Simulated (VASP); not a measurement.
Here is a VASP 6.6.1 calculation.

File INCAR:

```
SYSTEM = Ti
PREC     = Accurate       ! precision mode
ENCUT    = 520            ! plane-wave cutoff, eV
EDIFF    = 1E-8           ! SCF threshold, eV
ISMEAR   = -1             ! smearing method
SIGMA    = 0.08           ! smearing width, eV
LREAL    = .FALSE.        ! projectors in reciprocal space
LASPH    = .TRUE.         ! aspherical terms in the spheres
NELM     = 100            ! most SCF steps
ALGO     = Normal         ! electronic algorithm
ISIF     = 2              ! what is computed and relaxed
LWAVE    = .FALSE.        ! write WAVECAR
LCHARG   = .FALSE.        ! write CHGCAR
GGA      = PS             ! functional
LEFG     = .TRUE.       
NBANDS   = 19             ! bands
```

KPOINTS

```
Automatic mesh
0
G
  13 13 7
  0 0 0
```

File POSCAR:

```
Ti
1.0
    2.9499978604      0.0147499893      0.0147499893
   -1.4622250648      2.5473980936      0.0053988708
    0.0234300000      0.0234300000      4.6860000000
Ti
2
Direct
    0.3333333333      0.6666666667      0.2500000000
    0.6666666667      0.3333333333      0.7500000000
```

Potentials or basis: VASP PAW PBE potentials, release 64 (Ti_sv).

Launch:

```console
$ cat potpaw_PBE.64/Ti_sv/POTCAR > POTCAR
$ mpirun -np 1 vasp_std > vasp.out
```

**Question.** Estimate the pressure.

**Answer.** -6.0 GPa.

**Question.** What does it give for the largest force?

**Answer.** 0.025 eV/Å.

**Question.** Estimate the band gap on the k mesh.

**Answer.** Zero (bands 12 and 13 overlap by 1.06 eV).

Forces on the atoms (eV/Å):
```
Ti  -0.025  0.000  0.001
Ti   0.025  0.000 -0.001
```

Caveat: the cell differs from its parent crystal (equal xy, yz and zx shear strains of +1 %); the cell stands under tension; without QUAD_EFG the Cq values of the log hold for a quadrupole moment of 1 mb, not for the nuclei; the PAW data sets were made with another functional, which shifts forces and pressure a little.
